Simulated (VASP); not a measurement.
# Ge (C2/m) in VASP: single point with PBEsol

Aim: the single point of Ge with PBEsol.

All numbers are computed with VASP 6.6.1; they aren't measurements. Logs are shortened: lines on timing, memory, paths and dates and some standing lists are left out, and cuts for length are marked.

### Step 1. The cell of the first run

It takes space group C2/m (No. 12, monoclinic). The conventional cell has a = 5.189 Å, b = 2.976 Å, c = 4.728 Å, α = 90.00°, β = 90.00°, γ = 90.00°. Within 3.1 Å of Ge (site symmetry m) lie 9 Ge at 2.32 to 2.99 Å.

### Step 2. Single point, PBEsol (atom 1 (Ge) moved by (-0.600, -0.600) A along y and z)

Input file INCAR:

```
SYSTEM = Ge
PREC = Accurate
ENCUT = 520
EDIFF = 1E-6
ISMEAR = 0
SIGMA = 0.15
LREAL = .False.
LASPH = .True.
NELM = 60
ALGO = Normal
ISIF = 2
LWAVE = .False.
LCHARG = .False.
GGA = PS
NBANDS = 21
```

Input file KPOINTS:

```
Automatic mesh
0
Gamma
  18 18 10
  0 0 0
```

Input file POSCAR:

```
Ge
1.0
    1.4880529250     -2.5946896100      0.0000000000
    1.4880529250      2.5946896100      0.0000000000
    0.0000000000      0.0000000000      4.7275957900
Ge
2
Direct
    0.7821741359      0.2178258641      0.1230855964
    0.3334466300      0.6665533700      0.7500000000
```

Potentials or basis: VASP PAW PBE potentials, release 64 (Ge_d).

The run is started by

```console
> cat potpaw_PBE.64/Ge_d/POTCAR > POTCAR
> mpirun -np 1 vasp_std > vasp.out
```

OUTCAR:

```text
SYSTEM = Ge
   PREC = Accurate
   ENCUT = 520
   EDIFF = 1E-6
   ISMEAR = 0
   LREAL = .False.
   LASPH = .True.
   NELM = 60
   ISIF = 2
   GGA = PS

 ion  position               nearest neighbor table
   1  0.782  0.218  0.123-   2 2.32   2 2.32
   2  0.333  0.667  0.750-   1 2.32   1 2.32

  LATTYP: Found a base centered orthorhombic cell.
 ALAT       =     2.9761058500
 B/A-ratio  =     1.7436809984
 C/A-ratio  =     1.5885173540

  Lattice vectors:

 A1 = (   1.4880529250,  -2.5946896100,   0.0000000000)
 A2 = (   1.4880529250,   2.5946896100,   0.0000000000)
 A3 = (   0.0000000000,   0.0000000000,   4.7275957900)

Analysis of symmetry for initial positions (statically):
=====================================================================
 Subroutine PRICEL returns:
 Original cell was already a primitive cell.

 Routine SETGRP: Setting up the symmetry group for a
 base centered orthorhombic supercell.

 Subroutine GETGRP returns: Found  4 space group operations
 (whereof  2 operations were pure point group operations)
 out of a pool of  8 trial point group operations.

The static configuration has the point symmetry C_1h.
 The point group associated with its full space group is C_2h.

Analysis of symmetry for dynamics (positions and initial velocities):
=====================================================================
 Subroutine PRICEL returns:
 Original cell was already a primitive cell.

 Routine SETGRP: Setting up the symmetry group for a
 base centered orthorhombic supercell.

 Subroutine GETGRP returns: Found  4 space group operations
 (whereof  2 operations were pure point group operations)
 out of a pool of  8 trial point group operations.

The dynamic configuration has the point symmetry C_1h.
 The point group associated with its full space group is C_2h.

 Subroutine INISYM returns: Found  4 space group operations
 (whereof  2 operations are pure point group operations),
 and found     1 'primitive' translations

----------------------------------------------------------------------------------------

                                     Primitive cell

  volume of cell :      36.5068

  direct lattice vectors                    reciprocal lattice vectors
     1.488052925 -2.594689610  0.000000000     0.336009554 -0.192701277  0.000000000
     1.488052925  2.594689610  0.000000000     0.336009554  0.192701277  0.000000000
     0.000000000  0.000000000  4.727595790     0.000000000  0.000000000  0.211524006

  length of vectors
     2.991106096  2.991106096  4.727595790     0.387345069  0.387345069  0.211524006

  position of ions in fractional coordinates (direct lattice)
     0.782174136  0.217825864  0.123085596
     0.333446630  0.666553370  0.750000000

  ion indices of the primitive-cell ions
   primitive index   ion index
                 1           1
                 2           2

----------------------------------------------------------------------------------------

 KPOINTS: Automatic mesh

Automatic generation of k-mesh.
 Grid dimensions read from file:
 generate k-points for:   18   18   10

 Generating k-lattice:

  Cartesian coordinates                     Fractional coordinates (reciprocal lattice)
     0.018667197 -0.010705626  0.000000000     0.055555556  0.000000000  0.000000000
     0.018667197  0.010705626  0.000000000     0.000000000  0.055555556  0.000000000
     0.000000000  0.000000000  0.021152401     0.000000000  0.000000000  0.100000000

  Length of vectors
     0.021519171  0.021519171  0.021152401

  Shift w.r.t. Gamma in fractional coordinates (k-lattice)
     0.000000000  0.000000000  0.000000000

 Subroutine IBZKPT returns following result:
 ===========================================

 Found    866 irreducible k-points:

 Following reciprocal coordinates:
            Coordinates               Weight
  0.000000  0.000000  0.000000      1.000000
  0.055556  0.000000  0.000000      4.000000
  0.111111  0.000000  0.000000      4.000000
  0.166667  0.000000  0.000000      4.000000
  0.222222  0.000000  0.000000      4.000000
  0.277778  0.000000  0.000000      4.000000
[... 16 lines left out ...]
 -0.277778  0.055556  0.000000      4.000000
 -0.222222  0.055556  0.000000      4.000000
 [... further k-points ...]
   k-points           NKPTS =    866   k-points in BZ     NKDIM =    866   number of bands    NBANDS=     21
   number of dos      NEDOS =    301   number of ions     NIONS =      2
   total plane-waves  NPLWV =  20736
   dimension x,y,z NGX =    24 NGY =   24 NGZ =   36
   dimension x,y,z NGXF=    48 NGYF=   48 NGZF=   72
   ions per type =               2
   NGX,Y,Z   is equivalent  to a cutoff of  13.34, 13.34, 12.66 a.u.
   NGXF,Y,Z  is equivalent  to a cutoff of  26.68, 26.68, 25.32 a.u.
 SYSTEM =  Ge
   PREC   = accura    normal or accurate (medium, high low for compatibility)
   ISTART =      0    job   : 0-new  1-cont  2-samecut
   ICHARG =      2    charge: 1-file 2-atom 10-const
   ISPIN  =      1    spin polarized calculation?
   LNONCOLLINEAR =      F non collinear calculations
   LSORBIT =      F    spin-orbit coupling
   LASPH  =      T    aspherical Exc in radial PAW
   ENCUT  =  520.0 eV  38.22 Ry    6.18 a.u.   5.56  5.56  8.79*2*pi/ulx,y,z
   NELM   =     60;   NELMIN=  2; NELMDL= -5     # of ELM steps
   EDIFF  = 0.1E-05   stopping-criterion for ELM
   LREAL  =      F    real-space projection
   EDIFFG = 0.1E-04   stopping-criterion for IOM
   NSW    =      0    number of steps for IOM
   IBRION =     -1    ionic relax: 0-MD 1-quasi-New 2-CG
   NFREE  =      0    steps in history (QN), initial steepest desc. (CG)
   ISIF   =      2    stress and relaxation
   ISYM   =      2    0-nonsym 1-usesym 2-fastsym
   POTIM  = 0.5000    time-step for ionic-motion
   TEBEG  =    0.0;   TEEND  =   0.0 temperature during run
   PSTRESS=    0.0 pullay stress
   NELECT =      28.0000    total number of electrons
   NUPDOWN=      -1.0000    fix difference up-down
   EMIN   =  10.00;   EMAX   =-10.00  energy-range for DOS
   EFERMI =   0.00;   METHOD = LEGACY
   ISMEAR =     0;   SIGMA  =   0.15  broadening in eV -4-tet -1-fermi 0-gaus
   EFERMI_NEDOS =   21; number of points for ismear=-14 and -15
   IALGO  =     38    algorithm
   IMIX   =      4    mixing-type and parameters
     AMIX     =   0.40;   BMIX     =  1.00
     AMIX_MAG =   1.60;   BMIX_MAG =  1.00
  volume/ion in A,a.u.               =      18.25       123.18
  Fermi-wavevector in a.u.,A,eV,Ry     =   1.498544  2.831837 30.553703  2.245634
  Thomas-Fermi vector in A             =   2.610289
   LORBIT       =      0    0 simple, 1 ext, 2 COOP (PROOUT), +10 PAW based schemes
   GGA     = PS    functional components
   LHFCALC =     F    Hartree Fock is set to
   AEXX    =    0.0000 exact exchange contribution
   IVDW    =     0    specifies the selected vdW correction
   LEPSILON=     F    determine dielectric tensor
   LRPA    =     F    only Hartree local field effects (RPA)
 non-spin polarized calculation
 Gauss-broadening in eV      SIGMA  =   0.15
  energy-cutoff  :      520.00
  volume of cell :       36.51
 maximum number of plane-waves:      1014
   NGX = 11   NGY = 11   NGZ = 17

 number of electron      28.0000010 magnetization

 Free energy of the ion-electron system (eV)
  ---------------------------------------------------
  ext. energy  EPLUGINS =         0.00000000
  ---------------------------------------------------
  free energy    TOTEN  =        -8.41996937 eV

  energy without entropy =       -8.40764444  energy(sigma->0) =       -8.41380691

 E-fermi :   6.7603     XC(G=0): -11.4480

 val. band max:        6.7598979356   @ k =   0.5000  -0.2222   0.3000
 cond. band min:       6.7656112216   @ k =  -0.3889  -0.3333   0.3000
 fundamental gap:      0.0057132860
 Fermi energy:         6.7602685053

 k-point     1 :       0.0000    0.0000    0.0000
  band No.  band energies     occupation
      1     -18.0706      2.00000
      2     -17.9840      2.00000
      3     -17.9769      2.00000
      4     -17.9067      2.00000
      5     -17.8523      2.00000
      6     -17.7908      2.00000
[... 13 lines left out ...]
     20      19.1661      0.00000
     21      19.2345      0.00000

 k-point     2 :       0.0556    0.0000    0.0000
  band No.  band energies     occupation
      1     -18.0713      2.00000
      2     -17.9786      2.00000
      3     -17.9752      2.00000
      4     -17.9069      2.00000
      5     -17.8542      2.00000
      6     -17.7889      2.00000
[... 13 lines left out ...]
     20      19.0021      0.00000
     21      19.8223      0.00000

 k-point     3 :       0.1111    0.0000    0.0000
  band No.  band energies     occupation
      1     -18.0724      2.00000
      2     -17.9731      2.00000
      3     -17.9614      2.00000
      4     -17.9080      2.00000
      5     -17.8588      2.00000
      6     -17.7836      2.00000
[... 13 lines left out ...]
     20      19.1220      0.00000
     21      20.6537      0.00000

 k-point     4 :       0.1667    0.0000    0.0000
  band No.  band energies     occupation
      1     -18.0722      2.00000
      2     -17.9694      2.00000
      3     -17.9371      2.00000
      4     -17.9108      2.00000
      5     -17.8645      2.00000
      6     -17.7760      2.00000
[... 13 lines left out ...]
     20      20.3806      0.00000
     21      20.8065      0.00000

 k-point     5 :       0.2222    0.0000    0.0000
  band No.  band energies     occupation
      1     -18.0695      2.00000
      2     -17.9674      2.00000
      3     -17.9157      2.00000
      4     -17.9071      2.00000
      5     -17.8699      2.00000
      6     -17.7679      2.00000
[... 13 lines left out ...]
     20      20.1491      0.00000
     21      21.1945      0.00000

 k-point     6 :       0.2778    0.0000    0.0000
  band No.  band energies     occupation
      1     -18.0635      2.00000
      2     -17.9685      2.00000
      3     -17.9212      2.00000
      4     -17.8789      2.00000
      5     -17.8710      2.00000
      6     -17.7613      2.00000
[... 13 lines left out ...]
     20      19.6430      0.00000
     21      20.7253      0.00000

 k-point     7 :       0.3333    0.0000    0.0000
  band No.  band energies     occupation
      1     -18.0542      2.00000
      2     -17.9732      2.00000
      3     -17.9269      2.00000
      4     -17.8838      2.00000
      5     -17.8396      2.00000
      6     -17.7577      2.00000
[... 13 lines left out ...]
     20      19.2384      0.00000
     21      20.3132      0.00000
[... 291 lines left out ...]
      1     -18.0418      2.00000
      2     -17.9831      2.00000
      3     -17.9273      2.00000
      4     -17.8961      2.00000
      5     -17.8119      2.00000
      6     -17.7579      2.00000
[... 13 lines left out ...]
     20      18.4172      0.00000
     21      19.8289      0.00000

 k-point    21 :      -0.3889    0.0556    0.0000
  band No.  band energies     occupation
      1     -18.0542      2.00000
      2     -17.9759      2.00000
      3     -17.9222      2.00000
      4     -17.8875      2.00000
      5     -17.8430      2.00000
      6     -17.7585      2.00000
[... 13 lines left out ...]
     20      18.6481      0.00000
     21      20.0621      0.00000

 k-point    22 :      -0.3333    0.0556    0.0000
  band No.  band energies     occupation
      1     -18.0639      2.00000
      2     -17.9711      2.00000
      3     -17.9167      2.00000
      4     -17.8823      2.00000
      5     -17.8729      2.00000
      6     -17.7606      2.00000
[... 13 lines left out ...]
     20      19.0084      0.00000
     21      20.3782      0.00000

 k-point    23 :      -0.2778    0.0556    0.0000
  band No.  band energies     occupation
      1     -18.0702      2.00000
      2     -17.9693      2.00000
      3     -17.9141      2.00000
      4     -17.9060      2.00000
      5     -17.8714      2.00000
      6     -17.7649      2.00000
[... 13 lines left out ...]
     20      19.4881      0.00000
     21      20.6062      0.00000

 k-point    24 :      -0.2222    0.0556    0.0000
  band No.  band energies     occupation
      1     -18.0732      2.00000
      2     -17.9704      2.00000
      3     -17.9392      2.00000
      4     -17.9042      2.00000
      5     -17.8660      2.00000
      6     -17.7714      2.00000
[... 13 lines left out ...]
     20      19.6275      0.00000
     21      20.0996      0.00000

 [... further k-points ...]

------------------------ aborting loop because EDIFF is reached ----------------------------------------

  FORCE on cell =-STRESS in cart. coord.  units (eV):
  Direction    XX          YY          ZZ          XY          YZ          ZX
  --------------------------------------------------------------------------------------
  -------------------------------------------------------------------------------------
  Total        5.4951507      0.6135582      5.3596080      0.0000000      0.8935196      0.0000000
  in kB      241.1659930     26.9272658    235.2174207      0.0000000     39.2139470      0.0000000
  external PRESSURE =     167.7702265 kB  Pullay stress =       0.0000000 kB

 VOLUME and BASIS-vectors are now :
 -----------------------------------------------------------------------------
  energy-cutoff  :      520.00
  volume of cell :       36.51
      direct lattice vectors                 reciprocal lattice vectors
     1.488052925 -2.594689610  0.000000000     0.336009554 -0.192701277  0.000000000
     1.488052925  2.594689610  0.000000000     0.336009554  0.192701277  0.000000000
     0.000000000  0.000000000  4.727595790     0.000000000  0.000000000  0.211524006

 POSITION                                       TOTAL-FORCE (eV/Angst)
 -----------------------------------------------------------------------------------
      1.48805     -1.46431      0.58190         0.000000      0.408141      3.855604
      1.48805      0.86431      3.54570         0.000000     -0.408141     -3.855604
 -----------------------------------------------------------------------------------
    total drift:                               -0.000001      0.000006     -0.000147

  FREE ENERGIE OF THE ION-ELECTRON SYSTEM (eV)
  ---------------------------------------------------
  free  energy   TOTEN  =        -8.4199693750 eV

  energy  without entropy=       -8.4076444378  energy(sigma->0) =       -8.41380691
```

It took 12 min on 1 thread of Intel Xeon 8259CL, shared host; peak memory 0.58 GiB.

Results:

| Item | Value |
| --- | --- |
| Free energy | -8.4200 eV |
| Pressure | 16.8 GPa |
| Largest force | 3.877 eV/Å |
| Band gap on the k mesh | zero (bands 14 and 15 overlap by 7.72 eV) |

Forces on the atoms (eV/Å):
```
Ge   0.000  0.408  3.856
Ge   0.000 -0.408 -3.856
```

Stress tensor (GPa, compression positive):
```
24.12  0.00  0.00
 0.00  2.69  3.92
 0.00  3.92 23.52
```

Levels at points of the mesh, in eV from the Fermi level:
```
           k point  band 11  band 12  band 13  band 14  band 15  band 16  band 17  band 18
(0.00, 0.00, 0.00)   -14.41    -7.03    -4.67     4.71     6.54     7.86    10.20    10.65
(0.50, 0.00, 0.00)    -8.93    -8.53    -1.84    -1.59     1.07     1.59     2.45     4.06
(0.50, 0.50, 0.00)   -10.24    -6.75    -2.67    -1.10    -0.32     1.44     4.02     5.54
(0.00, 0.00, 0.50)   -14.02    -9.59     0.80     4.46     5.08     6.81     7.95     9.71
(0.50, 0.00, 0.50)    -8.53    -8.12    -4.13    -3.76     2.45     3.61     6.19     7.31
(0.50, 0.50, 0.50)    -9.90    -6.27    -5.23    -2.54     1.85     3.89     5.46     6.32
```

Caveat: the cell differs from its parent crystal (atom 1 (Ge) moved by (-0.600, -0.600) A along y and z); the stress differs along the axes, from 3 to 24 GPa; the PAW data sets were made with another functional, which shifts forces and pressure a little.
